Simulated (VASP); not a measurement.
# ZnSe (F-43m) in VASP: single point with PBE

Aim: the single point of ZnSe with PBE.

Everything below comes from runs of VASP 6.6.1. Logs are shortened: lines on timing, memory, paths and dates and some standing lists are left out, and cuts for length are marked.

### 1 The cell of the first run

It takes space group F-43m (No. 216, cubic). Conventional cell: a = 5.574 Å, b = 5.574 Å, c = 5.574 Å, α = 90.00°, β = 90.00°, γ = 90.00°. Zn (site symmetry -43m) has 4 Se at 2.41 Å within 3.2 Å. Se (site symmetry -43m) has 4 Zn at 2.41 Å within 3.2 Å.

### 2 Single point, PBE

INCAR

```
PREC = Accurate
ENCUT = 500
EDIFF = 1E-6
ISMEAR = 0
SIGMA = 0.01
LREAL = False
LASPH = True
NELM = 120
ALGO = Normal
ISIF = 2
LWAVE = False
LCHARG = True
GGA = PE
LELF = True
LVHAR = True
NBANDS = 16
GGA_COMPAT = False
```

KPOINTS

```
regular mesh
0
Gamma
  2 2 2
```

POSCAR

```
ZnSe
1.0
    0.0000000000      2.7869398680      2.7869398680
    2.7869398680      0.0000000000      2.7869398680
    2.7869398680      2.7869398680      0.0000000000
Zn Se
1 1
Direct
    0.0000000000      0.0000000000      0.0000000000
    0.2500000000      0.2500000000      0.2500000000
```

Potentials or basis: VASP PAW PBE potentials, release 64 (Zn, Se).

Started as:

```sh
cat potpaw_PBE.64/Zn/POTCAR potpaw_PBE.64/Se/POTCAR > POTCAR
mpirun -np 1 vasp_std > vasp.out
```

OUTCAR:

```text
PREC = Accurate
   ENCUT = 500
   EDIFF = 1E-6
   ISMEAR = 0
   LREAL = False
   LASPH = True
   NELM = 120
   ISIF = 2
   GGA = PE

 ion  position               nearest neighbor table
   1  0.000  0.000  0.000-   2 2.41   2 2.41   2 2.41   2 2.41
   2  0.250  0.250  0.250-   1 2.41   1 2.41   1 2.41   1 2.41

  LATTYP: Found a face centered cubic cell.
 ALAT       =     5.5738797360

  Lattice vectors:

 A1 = (   0.0000000000,   2.7869398680,   2.7869398680)
 A2 = (   2.7869398680,   0.0000000000,   2.7869398680)
 A3 = (   2.7869398680,   2.7869398680,   0.0000000000)

Analysis of symmetry for initial positions (statically):
=====================================================================
 Subroutine PRICEL returns:
 Original cell was already a primitive cell.

 Routine SETGRP: Setting up the symmetry group for a
 face centered cubic supercell.

 Subroutine GETGRP returns: Found 24 space group operations
 (whereof 24 operations were pure point group operations)
 out of a pool of 48 trial point group operations.

The static configuration has the point symmetry T_d .

Analysis of symmetry for dynamics (positions and initial velocities):
=====================================================================
 Subroutine PRICEL returns:
 Original cell was already a primitive cell.

 Routine SETGRP: Setting up the symmetry group for a
 face centered cubic supercell.

 Subroutine GETGRP returns: Found 24 space group operations
 (whereof 24 operations were pure point group operations)
 out of a pool of 48 trial point group operations.

The dynamic configuration has the point symmetry T_d .

 Subroutine INISYM returns: Found 24 space group operations
 (whereof 24 operations are pure point group operations),
 and found     1 'primitive' translations

----------------------------------------------------------------------------------------

                                     Primitive cell

  volume of cell :      43.2925

  direct lattice vectors                    reciprocal lattice vectors
     0.000000000  2.786939868  2.786939868    -0.179408248  0.179408248  0.179408248
     2.786939868  0.000000000  2.786939868     0.179408248 -0.179408248  0.179408248
     2.786939868  2.786939868  0.000000000     0.179408248  0.179408248 -0.179408248

  length of vectors
     3.941328159  3.941328159  3.941328159     0.310744201  0.310744201  0.310744201

  position of ions in fractional coordinates (direct lattice)
     0.000000000  0.000000000  0.000000000
     0.250000000  0.250000000  0.250000000

  ion indices of the primitive-cell ions
   primitive index   ion index
                 1           1
                 2           2

----------------------------------------------------------------------------------------

 KPOINTS: regular mesh

Automatic generation of k-mesh.
 Grid dimensions read from file:
 generate k-points for:    2    2    2

 Generating k-lattice:

  Cartesian coordinates                     Fractional coordinates (reciprocal lattice)
    -0.089704124  0.089704124  0.089704124     0.500000000  0.000000000  0.000000000
     0.089704124 -0.089704124  0.089704124     0.000000000  0.500000000  0.000000000
     0.089704124  0.089704124 -0.089704124     0.000000000  0.000000000  0.500000000

  Length of vectors
     0.155372101  0.155372101  0.155372101

  Shift w.r.t. Gamma in fractional coordinates (k-lattice)
     0.000000000  0.000000000  0.000000000

 Subroutine IBZKPT returns following result:
 ===========================================

 Found      3 irreducible k-points:

 Following reciprocal coordinates:
            Coordinates               Weight
  0.000000  0.000000  0.000000      1.000000
  0.500000  0.000000  0.000000      4.000000
  0.500000  0.500000  0.000000      3.000000
   k-points           NKPTS =      3   k-points in BZ     NKDIM =      3   number of bands    NBANDS=     16
   number of dos      NEDOS =    301   number of ions     NIONS =      2
   total plane-waves  NPLWV =  27000
   dimension x,y,z NGX =    30 NGY =   30 NGZ =   30
   dimension x,y,z NGXF=    60 NGYF=   60 NGZF=   60
   ions per type =               1   1
   NGX,Y,Z   is equivalent  to a cutoff of  12.65, 12.65, 12.65 a.u.
   NGXF,Y,Z  is equivalent  to a cutoff of  25.31, 25.31, 25.31 a.u.
 SYSTEM =  unknown system
   PREC   = accura    normal or accurate (medium, high low for compatibility)
   ISTART =      0    job   : 0-new  1-cont  2-samecut
   ICHARG =      2    charge: 1-file 2-atom 10-const
   ISPIN  =      1    spin polarized calculation?
   LNONCOLLINEAR =      F non collinear calculations
   LSORBIT =      F    spin-orbit coupling
   LASPH  =      T    aspherical Exc in radial PAW
   ENCUT  =  500.0 eV  36.75 Ry    6.06 a.u.   7.19  7.19  7.19*2*pi/ulx,y,z
   NELM   =    120;   NELMIN=  2; NELMDL= -5     # of ELM steps
   EDIFF  = 0.1E-05   stopping-criterion for ELM
   LREAL  =      F    real-space projection
   EDIFFG = 0.1E-04   stopping-criterion for IOM
   NSW    =      0    number of steps for IOM
   IBRION =     -1    ionic relax: 0-MD 1-quasi-New 2-CG
   NFREE  =      0    steps in history (QN), initial steepest desc. (CG)
   ISIF   =      2    stress and relaxation
   ISYM   =      2    0-nonsym 1-usesym 2-fastsym
   POTIM  = 0.5000    time-step for ionic-motion
   TEBEG  =    0.0;   TEEND  =   0.0 temperature during run
   PSTRESS=    0.0 pullay stress
   NELECT =      18.0000    total number of electrons
   NUPDOWN=      -1.0000    fix difference up-down
   EMIN   =  10.00;   EMAX   =-10.00  energy-range for DOS
   EFERMI =   0.00;   METHOD = LEGACY
   ISMEAR =     0;   SIGMA  =   0.01  broadening in eV -4-tet -1-fermi 0-gaus
   EFERMI_NEDOS =   21; number of points for ismear=-14 and -15
   IALGO  =     38    algorithm
   IMIX   =      4    mixing-type and parameters
     AMIX     =   0.40;   BMIX     =  1.00
     AMIX_MAG =   1.60;   BMIX_MAG =  1.00
  volume/ion in A,a.u.               =      21.65       146.08
  Fermi-wavevector in a.u.,A,eV,Ry     =   1.221879  2.309016 20.313327  1.492987
  Thomas-Fermi vector in A             =   2.357045
   LORBIT       =      0    0 simple, 1 ext, 2 COOP (PROOUT), +10 PAW based schemes
   GGA     = PE    functional components
   LHFCALC =     F    Hartree Fock is set to
   AEXX    =    0.0000 exact exchange contribution
   IVDW    =     0    specifies the selected vdW correction
   LEPSILON=     F    determine dielectric tensor
   LRPA    =     F    only Hartree local field effects (RPA)
 non-spin polarized calculation
 Gauss-broadening in eV      SIGMA  =   0.01
  energy-cutoff  :      500.00
  volume of cell :       43.29
 maximum number of plane-waves:      1106
 NGX is ok and might be reduce to    30
   NGX = 15   NGY = 15   NGZ = 15

 number of electron      17.9999984 magnetization

 Free energy of the ion-electron system (eV)
  ---------------------------------------------------
  ext. energy  EPLUGINS =         0.00000000
  ---------------------------------------------------
  free energy    TOTEN  =        -4.40424215 eV

  energy without entropy =       -4.40424215  energy(sigma->0) =       -4.40424215

 E-fermi :   2.4328     XC(G=0):  -9.3850

 val. band max:        2.3872650524   @ k =   0.0000   0.0000   0.0000
 cond. band min:       3.7714634531   @ k =   0.0000   0.0000   0.0000
 fundamental gap:      1.3841984007
 Fermi energy:         2.4327770089

 k-point     1 :       0.0000    0.0000    0.0000
  band No.  band energies     occupation
      1     -11.1554      2.00000
      2      -4.7208      2.00000
      3      -4.7208      2.00000
      4      -4.7208      2.00000
      5      -4.3441      2.00000
      6      -4.3441      2.00000
[... 8 lines left out ...]
     15      13.7667      0.00000
     16      13.7667      0.00000

 k-point     2 :       0.5000    0.0000    0.0000
  band No.  band energies     occupation
      1     -10.2361      2.00000
      2      -4.6300      2.00000
      3      -4.6300      2.00000
      4      -4.3221      2.00000
      5      -4.3221      2.00000
      6      -4.1500      2.00000
[... 8 lines left out ...]
     15      15.5434      0.00000
     16      15.5434      0.00000

 k-point     3 :       0.5000    0.5000    0.0000
  band No.  band energies     occupation
      1      -9.9204      2.00000
      2      -4.7000      2.00000
      3      -4.4516      2.00000
      4      -4.4516      2.00000
      5      -4.2906      2.00000
      6      -4.1219      2.00000
[... 8 lines left out ...]
     15      16.3310      0.00000
     16      16.9483      0.00000

------------------------ aborting loop because EDIFF is reached ----------------------------------------

  FORCE on cell =-STRESS in cart. coord.  units (eV):
  Direction    XX          YY          ZZ          XY          YZ          ZX
  --------------------------------------------------------------------------------------
  -------------------------------------------------------------------------------------
  Total        3.4183645      3.4183645      3.4183645      0.0000000      0.0000000      0.0000000
  in kB      126.5074662    126.5074662    126.5074662      0.0000000      0.0000000      0.0000000
  external PRESSURE =     126.5074662 kB  Pullay stress =       0.0000000 kB

 VOLUME and BASIS-vectors are now :
 -----------------------------------------------------------------------------
  energy-cutoff  :      500.00
  volume of cell :       43.29
      direct lattice vectors                 reciprocal lattice vectors
     0.000000000  2.786939868  2.786939868    -0.179408248  0.179408248  0.179408248
     2.786939868  0.000000000  2.786939868     0.179408248 -0.179408248  0.179408248
     2.786939868  2.786939868  0.000000000     0.179408248  0.179408248 -0.179408248

 POSITION                                       TOTAL-FORCE (eV/Angst)
 -----------------------------------------------------------------------------------
      0.00000      0.00000      0.00000         0.000000      0.000000     -0.000000
      1.39347      1.39347      1.39347        -0.000000      0.000000      0.000000
 -----------------------------------------------------------------------------------
    total drift:                                0.000000      0.000000      0.000000

  FREE ENERGIE OF THE ION-ELECTRON SYSTEM (eV)
  ---------------------------------------------------
  free  energy   TOTEN  =        -4.4042421479 eV

  energy  without entropy=       -4.4042421479  energy(sigma->0) =       -4.40424215
```

It took 16 s on 1 thread of Intel Xeon 8259CL, shared host; peak memory 0.16 GiB.

What came out:

```yaml
Free_energy: -4.4042 eV
Pressure: 12.7 GPa
Band_gap_on_the_k_mesh: 1.38 eV, direct
```

Caveat: the k points lie up to 0.98 Å⁻¹ apart. Expect the measured gap to be larger: semilocal functionals such as PBE lack the derivative discontinuity.
